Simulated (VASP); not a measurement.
# Ga2HN2 in VASP: single point with PBE

Aim: the single point of Ga2HN2 with PBE.

Program: VASP 6.6.1. These are calculated values, not measurements. Logs are shortened: lines on timing, memory, paths and dates and some standing lists are left out, and cuts for length are marked.

**1. The cell of the first run**

The cell holds a wire or tube with vacuum around it, 10 atoms: a = 20.900 Å, b = 9.300 Å, c = 3.212 Å, α = 90.00°, β = 90.00°, γ = 90.00°.

**2. Single point, PBE, collinear spin**

Contents of INCAR:

```
PREC = Accurate
ENCUT = 520
EDIFF = 1E-6
ISMEAR = 0
SIGMA = 0.05
LREAL = False
LASPH = True
NELM = 200
ALGO = Normal
ISIF = 2
LWAVE = False
LCHARG = False
ISPIN = 2
MAGMOM = 1 0 0 -1 1 0 0 -1 0 0
LORBIT = 11
GGA = PE
NBANDS = 52
GGA_COMPAT = False
```

Contents of KPOINTS:

```
regular mesh
0
Gamma
  1 1 17
```

Contents of POSCAR:

```
Ga2HN2
1.0
   20.9000000000      0.0000000000      0.0000000000
    0.0000000000      9.3000000000      0.0000000000
    0.0000000000      0.0000000000      3.2121980018
Ga N H
4 4 2
Direct
    0.3093719253      0.5000000000      0.5000000000
    0.4424745603      0.5000000000      0.0000000000
    0.5755771953      0.5000000000      0.5000000000
    0.7086798303      0.5000000000      0.0000000000
    0.2650043803      0.5000000000      0.0000000000
    0.3981070153      0.5000000000      0.5000000000
    0.5312096503      0.5000000000      0.0000000000
    0.6643122853      0.5000000000      0.5000000000
    0.7837994475      0.5000000000      0.0000000000
    0.2162005525      0.5000000000      0.0000000000
```

Potentials or basis: VASP PAW PBE potentials, release 64 (Ga_d, N, H).

Started as:

```console
$ cat potpaw_PBE.64/Ga_d/POTCAR potpaw_PBE.64/N/POTCAR potpaw_PBE.64/H/POTCAR > POTCAR
$ mpirun -np 1 vasp_std > vasp.out
```

OUTCAR:

```text
PREC = Accurate
   ENCUT = 520
   EDIFF = 1E-6
   ISMEAR = 0
   LREAL = False
   LASPH = True
   NELM = 200
   ISIF = 2
   ISPIN = 2
   LORBIT = 11
   GGA = PE

 ion  position               nearest neighbor table
   1  0.309  0.500  0.500-   6 1.85   5 1.85   5 1.85
   2  0.442  0.500  0.000-   7 1.85   6 1.85   6 1.85
   3  0.576  0.500  0.500-   8 1.85   7 1.85   7 1.85
   4  0.709  0.500  0.000-   9 1.57   8 1.85   8 1.85
   5  0.265  0.500  0.000-  10 1.02   1 1.85   1 1.85
   6  0.398  0.500  0.500-   1 1.85   2 1.85   2 1.85
   7  0.531  0.500  0.000-   2 1.85   3 1.85   3 1.85
   8  0.664  0.500  0.500-   3 1.85   4 1.85   4 1.85
   9  0.784  0.500  0.000-   4 1.57
  10  0.216  0.500  0.000-   5 1.02

  LATTYP: Found a simple orthorhombic cell.
 ALAT       =     3.2121980018
 B/A-ratio  =     2.8952138052
 C/A-ratio  =     6.5064482290

  Lattice vectors:

 A1 = (   0.0000000000,   0.0000000000,  -3.2121980018)
 A2 = (   0.0000000000,   9.3000000000,   0.0000000000)
 A3 = (  20.9000000000,   0.0000000000,   0.0000000000)

Analysis of symmetry for initial positions (statically):
=====================================================================
 Subroutine PRICEL returns:
 Original cell was already a primitive cell.

 Routine SETGRP: Setting up the symmetry group for a
 simple orthorhombic supercell.

 Subroutine GETGRP returns: Found  4 space group operations
 (whereof  4 operations were pure point group operations)
 out of a pool of  8 trial point group operations.

The static configuration has the point symmetry C_2v.

Analysis of symmetry for dynamics (positions and initial velocities):
=====================================================================
 Subroutine PRICEL returns:
 Original cell was already a primitive cell.

 Routine SETGRP: Setting up the symmetry group for a
 simple orthorhombic supercell.

 Subroutine GETGRP returns: Found  4 space group operations
 (whereof  4 operations were pure point group operations)
 out of a pool of  8 trial point group operations.

The dynamic configuration has the point symmetry C_2v.

Analysis of structural, dynamic, and magnetic symmetry:
=====================================================================
 Subroutine PRICEL returns:
 Original cell was already a primitive cell.

 Routine SETGRP: Setting up the symmetry group for a
 simple orthorhombic supercell.

 Subroutine GETGRP returns: Found  4 space group operations
 (whereof  4 operations were pure point group operations)
 out of a pool of  8 trial point group operations.

The overall configuration has the point symmetry C_2v.

 Subroutine INISYM returns: Found  4 space group operations
 (whereof  4 operations are pure point group operations),
 and found     1 'primitive' translations

----------------------------------------------------------------------------------------

                                     Primitive cell

  volume of cell :     624.3549

  direct lattice vectors                    reciprocal lattice vectors
    20.900000000  0.000000000  0.000000000     0.047846890  0.000000000  0.000000000
     0.000000000  9.300000000  0.000000000     0.000000000  0.107526882  0.000000000
     0.000000000  0.000000000  3.212198002     0.000000000  0.000000000  0.311313312

  length of vectors
    20.900000000  9.300000000  3.212198002     0.047846890  0.107526882  0.311313312

  position of ions in fractional coordinates (direct lattice)
     0.309371925  0.500000000  0.500000000
     0.442474560  0.500000000  0.000000000
     0.575577195  0.500000000  0.500000000
     0.708679830  0.500000000  0.000000000
     0.265004380  0.500000000  0.000000000
     0.398107015  0.500000000  0.500000000
     0.531209650  0.500000000  0.000000000
     0.664312285  0.500000000  0.500000000
     0.783799448  0.500000000  0.000000000
     0.216200552  0.500000000  0.000000000

  ion indices of the primitive-cell ions
   primitive index   ion index
                 1           1
                 2           2
                 3           3
                 4           4
                 5           5
                 6           6
                 7           7
                 8           8
                 9           9
                10          10

----------------------------------------------------------------------------------------

 KPOINTS: regular mesh

Automatic generation of k-mesh.
 Grid dimensions read from file:
 generate k-points for:    1    1   17

 Generating k-lattice:

  Cartesian coordinates                     Fractional coordinates (reciprocal lattice)
     0.047846890  0.000000000  0.000000000     1.000000000  0.000000000  0.000000000
     0.000000000  0.107526882  0.000000000     0.000000000  1.000000000  0.000000000
     0.000000000  0.000000000  0.018312548     0.000000000  0.000000000  0.058823529

  Length of vectors
     0.047846890  0.107526882  0.018312548

  Shift w.r.t. Gamma in fractional coordinates (k-lattice)
     0.000000000  0.000000000  0.000000000

 Subroutine IBZKPT returns following result:
 ===========================================

 Found      9 irreducible k-points:

 Following reciprocal coordinates:
            Coordinates               Weight
  0.000000  0.000000  0.000000      1.000000
  0.000000  0.000000  0.058824      2.000000
  0.000000  0.000000  0.117647      2.000000
  0.000000  0.000000  0.176471      2.000000
  0.000000  0.000000  0.235294      2.000000
  0.000000  0.000000  0.294118      2.000000
  0.000000  0.000000  0.352941      2.000000
  0.000000  0.000000  0.411765      2.000000
  0.000000  0.000000  0.470588      2.000000
   k-points           NKPTS =      9   k-points in BZ     NKDIM =      9   number of bands    NBANDS=     52
   number of dos      NEDOS =    301   number of ions     NIONS =     10
   total plane-waves  NPLWV = 268800
   dimension x,y,z NGX =   160 NGY =   70 NGZ =   24
   dimension x,y,z NGXF=   320 NGYF=  140 NGZF=   48
   ions per type =               4   4   2
   NGX,Y,Z   is equivalent  to a cutoff of  12.73, 12.51, 12.42 a.u.
   NGXF,Y,Z  is equivalent  to a cutoff of  25.45, 25.03, 24.84 a.u.
 SYSTEM =  unknown system
   PREC   = accura    normal or accurate (medium, high low for compatibility)
   ISTART =      0    job   : 0-new  1-cont  2-samecut
   ICHARG =      2    charge: 1-file 2-atom 10-const
   ISPIN  =      2    spin polarized calculation?
   LNONCOLLINEAR =      F non collinear calculations
   LSORBIT =      F    spin-orbit coupling
   LASPH  =      T    aspherical Exc in radial PAW
   ENCUT  =  520.0 eV  38.22 Ry    6.18 a.u.  38.86 17.29  5.97*2*pi/ulx,y,z
   NELM   =    200;   NELMIN=  2; NELMDL= -5     # of ELM steps
   EDIFF  = 0.1E-05   stopping-criterion for ELM
   LREAL  =      F    real-space projection
   EDIFFG = 0.1E-04   stopping-criterion for IOM
   NSW    =      0    number of steps for IOM
   IBRION =     -1    ionic relax: 0-MD 1-quasi-New 2-CG
   NFREE  =      0    steps in history (QN), initial steepest desc. (CG)
   ISIF   =      2    stress and relaxation
   ISYM   =      2    0-nonsym 1-usesym 2-fastsym
   POTIM  = 0.5000    time-step for ionic-motion
   TEBEG  =    0.0;   TEEND  =   0.0 temperature during run
   PSTRESS=    0.0 pullay stress
   NELECT =      74.0000    total number of electrons
   NUPDOWN=      -1.0000    fix difference up-down
   EMIN   =  10.00;   EMAX   =-10.00  energy-range for DOS
   EFERMI =   0.00;   METHOD = LEGACY
   ISMEAR =     0;   SIGMA  =   0.05  broadening in eV -4-tet -1-fermi 0-gaus
   EFERMI_NEDOS =   21; number of points for ismear=-14 and -15
   IALGO  =     38    algorithm
   IMIX   =      4    mixing-type and parameters
     AMIX     =   0.40;   BMIX     =  1.00
     AMIX_MAG =   1.60;   BMIX_MAG =  1.00
  volume/ion in A,a.u.               =      62.44       421.34
  Fermi-wavevector in a.u.,A,eV,Ry     =   0.804158  1.519639  8.798488  0.646671
  Thomas-Fermi vector in A             =   1.912162
   LORBIT       =     11    0 simple, 1 ext, 2 COOP (PROOUT), +10 PAW based schemes
   GGA     = PE    functional components
   LHFCALC =     F    Hartree Fock is set to
   AEXX    =    0.0000 exact exchange contribution
   IVDW    =     0    specifies the selected vdW correction
   LEPSILON=     F    determine dielectric tensor
   LRPA    =     F    only Hartree local field effects (RPA)
 spin polarized calculation
 Gauss-broadening in eV      SIGMA  =   0.05
  energy-cutoff  :      520.00
  volume of cell :      624.35
 maximum number of plane-waves:     16884
 NGX is ok and might be reduce to   160
   NGX = 77   NGY = 35   NGZ = 11

 number of electron      73.9999990 magnetization      -0.0000000

 number of electron      73.9999990 magnetization       0.0000000

 Free energy of the ion-electron system (eV)
  ---------------------------------------------------
  ext. energy  EPLUGINS =         0.00000000
  ---------------------------------------------------
  free energy    TOTEN  =       -52.47648112 eV

  energy without entropy =      -52.47648112  energy(sigma->0) =      -52.47648112

 E-fermi :  -3.4749     XC(G=0):  -2.9553

 val. band max:       -3.6933265300   @ k =   0.0000   0.0000   0.4706
 cond. band min:      -1.2485800526   @ k =   0.0000   0.0000   0.0000
 fundamental gap:      2.4447464774
 Fermi energy:        -3.4749389579

 spin component 1

 k-point     1 :       0.0000    0.0000    0.0000
  band No.  band energies     occupation
      1     -19.0605      1.00000
      2     -18.8811      1.00000
      3     -18.6798      1.00000
      4     -18.5200      1.00000
      5     -17.2769      1.00000
      6     -17.2402      1.00000
[... 41 lines left out ...]
     48       1.8291      0.00000
     49       2.1870      0.00000
[... 414 lines left out ...]
     48       4.0123      0.00000
     49       4.2034      0.00000
 Fermi energy:        -3.4749389579

 spin component 2

 k-point     1 :       0.0000    0.0000    0.0000
  band No.  band energies     occupation
      1     -19.0605      1.00000
      2     -18.8811      1.00000
      3     -18.6798      1.00000
      4     -18.5200      1.00000
      5     -17.2769      1.00000
      6     -17.2402      1.00000
[... 41 lines left out ...]
     48       1.8309      0.00000
     49       2.1863      0.00000
[... 414 lines left out ...]
     48       4.0118      0.00000
     49       4.2042      0.00000
 [bands above 49 left out]

------------------------ aborting loop because EDIFF is reached ----------------------------------------

  FORCE on cell =-STRESS in cart. coord.  units (eV):
  Direction    XX          YY          ZZ          XY          YZ          ZX
  --------------------------------------------------------------------------------------
  -------------------------------------------------------------------------------------
  Total       -1.3254560     -0.0450638     -0.8405320      0.0000000      0.0000000      0.0000000
  in kB       -3.4012955     -0.1156398     -2.1569163      0.0000000      0.0000000      0.0000000
  external PRESSURE =      -1.8912839 kB  Pullay stress =       0.0000000 kB

 VOLUME and BASIS-vectors are now :
 -----------------------------------------------------------------------------
  energy-cutoff  :      520.00
  volume of cell :      624.35
      direct lattice vectors                 reciprocal lattice vectors
    20.900000000  0.000000000  0.000000000     0.047846890  0.000000000  0.000000000
     0.000000000  9.300000000  0.000000000     0.000000000  0.107526882  0.000000000
     0.000000000  0.000000000  3.212198002     0.000000000  0.000000000  0.311313312

 POSITION                                       TOTAL-FORCE (eV/Angst)
 -----------------------------------------------------------------------------------
      6.46587      4.65000      1.60610        -0.700399      0.000000      0.000000
      9.24772      4.65000      0.00000        -0.050016      0.000000      0.000000
     12.02956      4.65000      1.60610        -0.112466      0.000000      0.000000
     14.81141      4.65000      0.00000         0.401614      0.000000      0.000000
      5.53859      4.65000      0.00000         0.660808      0.000000      0.000000
      8.32044      4.65000      1.60610        -0.087881      0.000000      0.000000
     11.10228      4.65000      0.00000         0.015969      0.000000      0.000000
     13.88413      4.65000      1.60610        -0.097853      0.000000      0.000000
     16.38141      4.65000      0.00000        -0.207384      0.000000      0.000000
      4.51859      4.65000      0.00000         0.177608      0.000000      0.000000
 -----------------------------------------------------------------------------------
    total drift:                               -0.001005     -0.000000      0.000000

  FREE ENERGIE OF THE ION-ELECTRON SYSTEM (eV)
  ---------------------------------------------------
  free  energy   TOTEN  =       -52.4764811163 eV

  energy  without entropy=      -52.4764811163  energy(sigma->0) =      -52.47648112

 total charge

# of ion       s       p       d       tot
------------------------------------------
    1        0.825   0.901  10.149  11.875
    2        0.833   0.895  10.156  11.884
    3        0.837   0.897  10.156  11.889
    4        0.870   0.881  10.095  11.847
    5        1.206   2.601   0.000   3.808
    6        1.217   2.512   0.000   3.729
    7        1.220   2.509   0.000   3.729
    8        1.222   2.506   0.000   3.728
    9        0.530   0.009   0.000   0.539
   10        0.630   0.084   0.000   0.715
--------------------------------------------------
tot          9.391  13.797  40.555  63.742

 magnetization (x)

# of ion       s       p       d       tot
------------------------------------------
    1        0.000   0.000  -0.000   0.000
    2        0.000  -0.000   0.000   0.000
    3       -0.000   0.000   0.000  -0.000
    4       -0.000  -0.000   0.000  -0.000
    5        0.000  -0.000   0.000  -0.000
    6        0.000  -0.000   0.000  -0.000
    7       -0.000  -0.000   0.000  -0.000
    8       -0.000   0.000   0.000   0.000
    9        0.000  -0.000   0.000   0.000
   10        0.000   0.000   0.000   0.000
--------------------------------------------------
tot          0.000  -0.000   0.000   0.000
```

It took 9.9 min on 1 thread of Intel Xeon 6975P-C (Granite Rapids), shared host; peak memory 1 GiB.

What came out:

```
Free energy                                           : -52.4765 eV
Largest force                                         : 0.700 eV/Å
Band gap on the k mesh                                : 2.44 eV (least direct gap 3.06 eV)
Net moment                                            : 0.00 μB per cell
Valence electrons inside the program's atomic spheres : Ga 11.88, 11.89, 11.85 (each value once); N 3.81, 3.73 (each value once); H 0.54, 0.71
```

Forces in eV/Å, atoms in the order of the input:
```
Ga  -0.700  0.000  0.000
Ga  -0.050  0.000  0.000
Ga  -0.112  0.000  0.000
Ga   0.402  0.000  0.000
N    0.661  0.000  0.000
N   -0.088  0.000  0.000
N    0.016  0.000  0.000
N   -0.098  0.000  0.000
H   -0.207  0.000  0.000
H    0.178  0.000  0.000
```

Levels at points of the mesh, in eV from the valence-band top:
Spin up:
| k point | band 34 | band 35 | band 36 | band 37 | band 38 | band 39 | band 40 | band 41 |
| --- | --- | --- | --- | --- | --- | --- | --- | --- |
| (0.00, 0.00, 0.00) | -1.08 | -0.95 | -0.67 | -0.62 | 2.44 | 3.37 | 4.02 | 4.17 |
Spin down:
```
           k point  band 34  band 35  band 36  band 37  band 38  band 39  band 40  band 41
(0.00, 0.00, 0.00)    -1.08    -0.95    -0.67    -0.62     2.44     3.37     4.02     4.17
```
